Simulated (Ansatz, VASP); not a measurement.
**One calculation of TaN, two programs**

The input POSCAR:

```
TaN
1.0
    2.9380011100      0.0000000000      0.0000000000
   -1.4690005500      2.5443836000      0.0000000000
    0.0000000000      0.0000000000      2.8830022100
Ta N
1 1
Direct
    0.3333333333      0.6666666667      0.5000000000
    0.0000000000      0.0000000000      0.0000000000
```

File INCAR.step1:

```
PREC = Accurate
ENCUT = 520
ISMEAR = 0
SIGMA = 0.05
LREAL = F
LASPH = T
NELM = 150
ISPIN = 2
MAGMOM = 0 0
LMAXMIX = 4
LDAU = T
LDAUTYPE = 2
LDAUL = 2 -1
LDAUU = 3 0
LDAUJ = 0 0
NBANDS = 19
GGA = PE
ALGO = Normal
EDIFF = 1E-4
LWAVE = T
LCHARG = F
```

INCAR.step2

```
PREC = Accurate
ENCUT = 520
EDIFF = 1E-7
ISMEAR = 0
SIGMA = 0.05
LREAL = F
LASPH = T
NELM = 150
ALGO = Normal
ISIF = 2
LWAVE = F
LCHARG = F
ISPIN = 2
MAGMOM = 0 0
LORBIT = 11
LMAXMIX = 4
LDAU = T
LDAUTYPE = 2
LDAUL = 2 -1
LDAUU = 3 0
LDAUJ = 0 0
LDAUPRINT = 1
METAGGA = R2SCAN
LMIXTAU = T
NBANDS = 19
ISTART = 1
```

The input KPOINTS:

```
Automatic mesh
0
Gamma
  7 7 7
```

Input for Ansatz:

```yaml
crystal:
  lattice:
    - [2.93800111, 0.0, 0.0]
    - [-1.46900055, 2.5443836, 0.0]
    - [0.0, 0.0, 2.88300221]
  atoms:
    - { symbol: Ta, position: [0.3333333333, 0.6666666667, 0.5], spin: 2.0 }
    - { symbol: "N", position: [0.0, 0.0, 0.0] }
basis:
  ecutwfc: 500
  ecutrho_ratio: 4
kpoints:
  mp_grid: { grid: [7, 7, 7] }
hamiltonian:
  xc: r2scan
  hubbard:
    sites:
      - { site: 0, l: d, u_eff: 3.0, starting_ns: [{ spin: up, occupation_matrix: s0up }, { spin: down, occupation_matrix: s0down }] }
    occupation_matrices:
      s0up:
        matrix:
          - [0.02, 0.0, 0.0, 0.0, 0.0]
          - [0.0, 0.02, 0.0, 0.0, 0.0]
          - [0.0, 0.0, 0.97, 0.0, 0.0]
          - [0.0, 0.0, 0.0, 0.02, 0.0]
          - [0.0, 0.0, 0.0, 0.0, 0.97]
      s0down:
        matrix:
          - [0.02, 0.0, 0.0, 0.0, 0.0]
          - [0.0, 0.02, 0.0, 0.0, 0.0]
          - [0.0, 0.0, 0.02, 0.0, 0.0]
          - [0.0, 0.0, 0.0, 0.02, 0.0]
          - [0.0, 0.0, 0.0, 0.0, 0.02]
    ns_hold: { iters: 12 }
scf:
  occupations: { method: gaussian, width: 0.05 }
  lower_state_search: "off"
  max_iter: 150
output:
  forces: true
  stress: true
  eigenvalues: true
  populations: true
  hubbard: { sites: [{ site: 0, l: d }] }
  write_density: true
  write_potential: true
  elf: true
  volumetric_format: npy
magnetization:
  spin_polarized: true
```

Alike in both runs: task single point; functional r2SCAN; k mesh 7 × 7 × 7; occupations gaussian, width 0.05 eV; collinear spin; Hubbard terms Ta d U = 3.0 eV.

|  | VASP | Ansatz |
| --- | --- | --- |
| version | VASP 6.6.1 | Ansatz 0.2.0 |
| potentials or method | VASP PAW PBE potentials, release 64 (Ta_pv, N), cutoff 520 eV | scalar-relativistic, plane waves, PAW |
| valence electrons in the cell | 16 | 18 |

Ansatz gave:

| Item | Value |
| --- | --- |
| gap on the k mesh at the Fermi level (eV) | none |
| pressure (GPa) | 2.7 |
| traceless stress, the component that is largest in VASP (GPa) | -0.39 |
| net moment per atom (μB) | 0.00 |

Estimate VASP's values.

gap on the k mesh at the Fermi level (eV): none; pressure (GPa): 11.2; traceless stress, the component that is largest in VASP (GPa): 1.33; net moment per atom (μB): 0.00.

VASP's potentials were made for PBE, not for r2SCAN. The programs project onto different local orbitals, so the same U acts differently, and such runs can settle in different states. A gap of «none» marks a metal or a gap that the smearing closes. VASP's potentials hold 16 valence electrons a cell and Ansatz's 18, so a difference there can come from the potentials and not from the codes. Ansatz's warnings: filled band counts differ across k points, seeded moment not kept, specified occupation not kept, stability check not made, symmetry narrowed by occupation matrices.

Neither program's run includes spin-orbit coupling.
